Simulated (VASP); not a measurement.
# La2Pb (P-3m1) in VASP: further runs

Runs on La2Pb. Level: PBE. Tasks: single point.

All numbers are computed with VASP 6.6.1; they aren't measurements. Logs are shortened: lines on timing, memory, paths and dates and some standing lists are left out, and cuts for length are marked.

### 1 The cell of the first run

It takes space group P-3m1 (No. 164, trigonal). The conventional cell has a = 3.813 Å, b = 3.813 Å, c = 8.404 Å, α = 90.00°, β = 90.00°, γ = 120.00°. Within 4.6 Å of La (site symmetry 3m) lie 3 Pb at 3.48 Å and 9 La at 3.72 to 3.81 Å. Pb (site symmetry -3m) has 6 La at 3.48 Å and 6 Pb at 3.81 Å within 4.6 Å.

The cell was generated, and may not be a known phase.

### 2 Single point, PBE

The input, INCAR:

```
SYSTEM = La2Pb
  PREC = Accurate
  ENCUT = 520
  EDIFF = 1E-7
  ISMEAR = 0
  SIGMA = 0.1
  LREAL = .FALSE.
  LASPH = .TRUE.
  NELM = 80
  ALGO = Fast
  ISIF = 2
  LWAVE = .FALSE.
  LCHARG = .FALSE.
  GGA = PE
  NBANDS = 25
```

The input, KPOINTS:

```
Automatic mesh
0
G
  12 12 6
  0 0 0
```

The input, POSCAR:

```
La2Pb
1.0
    3.8131987102      0.0000000000      0.0000000000
   -1.9065993551      3.3023269527      0.0000000000
    0.0000000000      0.0000000000      8.4039706026
La Pb
2 1
Direct
    0.3333333333      0.6666666667      0.1786767598
    0.6666666667      0.3333333333      0.8213232402
    0.0000000000      0.0000000000      0.5000000000
```

Potentials or basis: VASP PAW PBE potentials, release 64 (La, Pb_d).

Started as:

```sh
cat potpaw_PBE.64/La/POTCAR potpaw_PBE.64/Pb_d/POTCAR > POTCAR
mpirun -np 1 vasp_std > vasp.out
```

OUTCAR:

```text
SYSTEM = La2Pb
   PREC = Accurate
   ENCUT = 520
   EDIFF = 1E-7
   ISMEAR = 0
   LREAL = .FALSE.
   LASPH = .TRUE.
   NELM = 80
   ISIF = 2
   GGA = PE

 ion  position               nearest neighbor table
   1  0.333  0.667  0.179-   3 3.48   3 3.48   3 3.48
   2  0.667  0.333  0.821-   3 3.48   3 3.48   3 3.48
   3  0.000  0.000  0.500-   1 3.48   2 3.48   1 3.48   2 3.48   2 3.48   1 3.48

  LATTYP: Found a hexagonal cell.
 ALAT       =     3.8131987102
 C/A-ratio  =     2.2039162502

  Lattice vectors:

 A1 = (   3.8131987102,   0.0000000000,   0.0000000000)
 A2 = (  -1.9065993551,   3.3023269527,   0.0000000000)
 A3 = (   0.0000000000,   0.0000000000,   8.4039706026)

Analysis of symmetry for initial positions (statically):
=====================================================================
 Subroutine PRICEL returns:
 Original cell was already a primitive cell.

 Routine SETGRP: Setting up the symmetry group for a
 hexagonal supercell.

 Subroutine GETGRP returns: Found 12 space group operations
 (whereof 12 operations were pure point group operations)
 out of a pool of 24 trial point group operations.

The static configuration has the point symmetry D_3d.

Analysis of symmetry for dynamics (positions and initial velocities):
=====================================================================
 Subroutine PRICEL returns:
 Original cell was already a primitive cell.

 Routine SETGRP: Setting up the symmetry group for a
 hexagonal supercell.

 Subroutine GETGRP returns: Found 12 space group operations
 (whereof 12 operations were pure point group operations)
 out of a pool of 24 trial point group operations.

The dynamic configuration has the point symmetry D_3d.

 Subroutine INISYM returns: Found 12 space group operations
 (whereof 12 operations are pure point group operations),
 and found     1 'primitive' translations

----------------------------------------------------------------------------------------

                                     Primitive cell

  volume of cell :     105.8264

  direct lattice vectors                    reciprocal lattice vectors
     3.813198710  0.000000000  0.000000000     0.262247020  0.151408388  0.000000000
    -1.906599355  3.302326953  0.000000000     0.000000000  0.302816776  0.000000000
     0.000000000  0.000000000  8.403970603     0.000000000  0.000000000  0.118991373

  length of vectors
[... 83 lines left out ...]
   NELM   =     80;   NELMIN=  2; NELMDL= -5     # of ELM steps
   EDIFF  = 0.1E-06   stopping-criterion for ELM
   LREAL  =      F    real-space projection
   EDIFFG = 0.1E-05   stopping-criterion for IOM
   NSW    =      0    number of steps for IOM
   IBRION =     -1    ionic relax: 0-MD 1-quasi-New 2-CG
   NFREE  =      0    steps in history (QN), initial steepest desc. (CG)
   ISIF   =      2    stress and relaxation
   ISYM   =      2    0-nonsym 1-usesym 2-fastsym
   POTIM  = 0.5000    time-step for ionic-motion
   TEBEG  =    0.0;   TEEND  =   0.0 temperature during run
   PSTRESS=    0.0 pullay stress
   NELECT =      36.0000    total number of electrons
   NUPDOWN=      -1.0000    fix difference up-down
   EMIN   =  10.00;   EMAX   =-10.00  energy-range for DOS
   EFERMI =   0.00;   METHOD = LEGACY
   ISMEAR =     0;   SIGMA  =   0.10  broadening in eV -4-tet -1-fermi 0-gaus
   EFERMI_NEDOS =   21; number of points for ismear=-14 and -15
   IALGO  =     68    algorithm
   IMIX   =      4    mixing-type and parameters
     AMIX     =   0.40;   BMIX     =  1.00
     AMIX_MAG =   1.60;   BMIX_MAG =  1.00
  volume/ion in A,a.u.               =      35.28       238.05
  Fermi-wavevector in a.u.,A,eV,Ry     =   1.142820  2.159616 17.769705  1.306036
  Thomas-Fermi vector in A             =   2.279516
   LORBIT       =      0    0 simple, 1 ext, 2 COOP (PROOUT), +10 PAW based schemes
   GGA     = PE    functional components
   LHFCALC =     F    Hartree Fock is set to
   AEXX    =    0.0000 exact exchange contribution
   IVDW    =     0    specifies the selected vdW correction
   LEPSILON=     F    determine dielectric tensor
   LRPA    =     F    only Hartree local field effects (RPA)
 non-spin polarized calculation
 RMM-DIIS sequential band-by-band and
 Gauss-broadening in eV      SIGMA  =   0.10
  energy-cutoff  :      520.00
  volume of cell :      105.83
 maximum number of plane-waves:      2880
   NGX = 15   NGY = 15   NGZ = 31

 number of electron      35.9999999 magnetization

 Free energy of the ion-electron system (eV)
  ---------------------------------------------------
  ext. energy  EPLUGINS =         0.00000000
  ---------------------------------------------------
  free energy    TOTEN  =       -13.91179682 eV

  energy without entropy =      -13.88822710  energy(sigma->0) =      -13.90001196

 E-fermi :   7.5593     XC(G=0):  -9.6785

 val. band max:        7.5586818674   @ k =   0.0833  -0.0000   0.3333
 cond. band min:       7.5615572206   @ k =   0.0000   0.0833   0.3333
 fundamental gap:      0.0028753532
 Fermi energy:         7.5593443068

 k-point     1 :       0.0000    0.0000    0.0000
  band No.  band energies     occupation
      1     -25.4101      2.00000
      2     -25.3070      2.00000
      3      -9.5862      2.00000
      4      -9.1990      2.00000
      5      -9.1990      2.00000
      6      -9.0948      2.00000
[... 661 lines left out ...]
     24       9.2194      0.00000
     25       9.3069      0.00000

 [... further k-points ...]

------------------------ aborting loop because EDIFF is reached ----------------------------------------

  FORCE on cell =-STRESS in cart. coord.  units (eV):
  Direction    XX          YY          ZZ          XY          YZ          ZX
  --------------------------------------------------------------------------------------
  -------------------------------------------------------------------------------------
  Total        0.0070868      0.0070868     -0.0080546      0.0000000      0.0000000      0.0000000
  in kB        0.1072924      0.1072924     -0.1219445      0.0000000      0.0000000      0.0000000
  external PRESSURE =       0.0308801 kB  Pullay stress =       0.0000000 kB

 VOLUME and BASIS-vectors are now :
 -----------------------------------------------------------------------------
  energy-cutoff  :      520.00
  volume of cell :      105.83
      direct lattice vectors                 reciprocal lattice vectors
     3.813198710  0.000000000  0.000000000     0.262247020  0.151408388  0.000000000
    -1.906599355  3.302326953  0.000000000     0.000000000  0.302816776  0.000000000
     0.000000000  0.000000000  8.403970603     0.000000000  0.000000000  0.118991373

 POSITION                                       TOTAL-FORCE (eV/Angst)
 -----------------------------------------------------------------------------------
     -0.00000      2.20155      1.50159         0.000000      0.000000      0.007044
      1.90660      1.10078      6.90238        -0.000000      0.000000     -0.007044
      0.00000      0.00000      4.20199         0.000000      0.000000      0.000000
 -----------------------------------------------------------------------------------
    total drift:                                0.000000     -0.000000      0.000000

  FREE ENERGIE OF THE ION-ELECTRON SYSTEM (eV)
  ---------------------------------------------------
  free  energy   TOTEN  =       -13.9117968168 eV

  energy  without entropy=      -13.8882270962  energy(sigma->0) =      -13.90001196
```

OSZICAR:

```text
N       E                     dE             d eps       ncg     rms          rms(c)
DAV:   1     0.450441463891E+03    0.45044E+03   -0.13968E+04  5008   0.205E+03
DAV:   2     0.803770782342E+02   -0.37006E+03   -0.36171E+03  6048   0.379E+02
DAV:   3    -0.444804118230E+01   -0.84825E+02   -0.83598E+02  7728   0.228E+02
[... 49 lines left out ...]
RMM:  53    -0.139117962188E+02   -0.44270E-06   -0.56476E-06  6651   0.175E-02    0.462E-04
RMM:  54    -0.139117965243E+02   -0.30549E-06   -0.42138E-06  6642   0.174E-02    0.366E-04
RMM:  55    -0.139117967506E+02   -0.22629E-06   -0.34334E-06  6530   0.165E-02    0.557E-04
RMM:  56    -0.139117968189E+02   -0.68263E-07   -0.20059E-06  6560   0.164E-02    0.644E-04
RMM:  57    -0.139117968820E+02   -0.63101E-07   -0.17924E-06  6439   0.155E-02    0.839E-04
RMM:  58    -0.139117968168E+02    0.65166E-07   -0.38094E-07  6446   0.155E-02
   1 F= -.13911797E+02 E0= -.13900012E+02  d E =-.235697E-01
```

Wall time 20 min (1 thread of Oxide Virtual Turin-like, shared host); peak memory 0.41 GiB.

Results:

```
Free energy            : -13.9118 eV
Pressure               : 0.0 GPa
Largest force          : 0.007 eV/Å
Band gap on the k mesh : zero (bands 18 and 19 overlap by 1.29 eV)
```

Forces on the atoms (eV/Å):
```
La   0.000  0.000  0.007
La   0.000  0.000 -0.007
Pb   0.000  0.000  0.000
```

Caveat: spin-orbit coupling is left out, which moves the levels of the heavy elements.

### 3 Single point, PBE

The input, INCAR:

```
SYSTEM = La2Pb
PREC = Accurate
ENCUT = 520
EDIFF = 1E-6
ISMEAR = 0
SIGMA = 0.1
LREAL = .False.
LASPH = .True.
NELM = 60
ALGO = Fast
ISIF = 2
LWAVE = .False.
LCHARG = .False.
GGA = PE
NBANDS = 25
```

The input, KPOINTS:

```
regular mesh
0
Gamma
  12 12 8
  0 0 0
```

POSCAR is that of step 2.

Potentials or basis: VASP PAW PBE potentials, release 64 (La, Pb_d).

Started as:

```sh
cat potpaw_PBE.64/La/POTCAR potpaw_PBE.64/Pb_d/POTCAR > POTCAR
mpirun -np 1 vasp_std > vasp.out
```

It took 23 min on 1 thread of Oxide Virtual Turin-like, shared host; peak memory 0.48 GiB.

It converged, with:

```
Free energy            : -13.9125 eV
Pressure               : 0.0 GPa
Band gap on the k mesh : zero (bands 18 and 19 overlap by 1.29 eV)
```

Levels at points of the mesh, in eV from the Fermi level:
| k point | band 14 | band 15 | band 16 | band 17 | band 18 | band 19 | band 20 | band 21 | band 22 | band 23 |
| --- | --- | --- | --- | --- | --- | --- | --- | --- | --- | --- |
| (0.00, 0.00, 0.00) | -9.38 | -2.58 | -1.96 | -0.51 | 1.00 | 1.20 | 1.20 | 1.36 | 1.48 | 1.49 |
| (0.50, 0.00, 0.00) | -7.75 | -2.93 | -1.92 | -1.44 | -0.45 | 0.36 | 0.80 | 1.19 | 1.41 | 1.67 |
| (0.00, 0.00, 0.50) | -9.30 | -3.36 | -1.55 | 0.29 | 0.96 | 1.26 | 1.30 | 1.32 | 1.34 | 1.35 |
| (0.50, 0.00, 0.50) | -7.77 | -3.08 | -1.70 | -0.90 | -0.87 | 0.73 | 0.73 | 1.14 | 1.54 | 1.63 |

Caveat: spin-orbit coupling is left out, which moves the levels of the heavy elements.
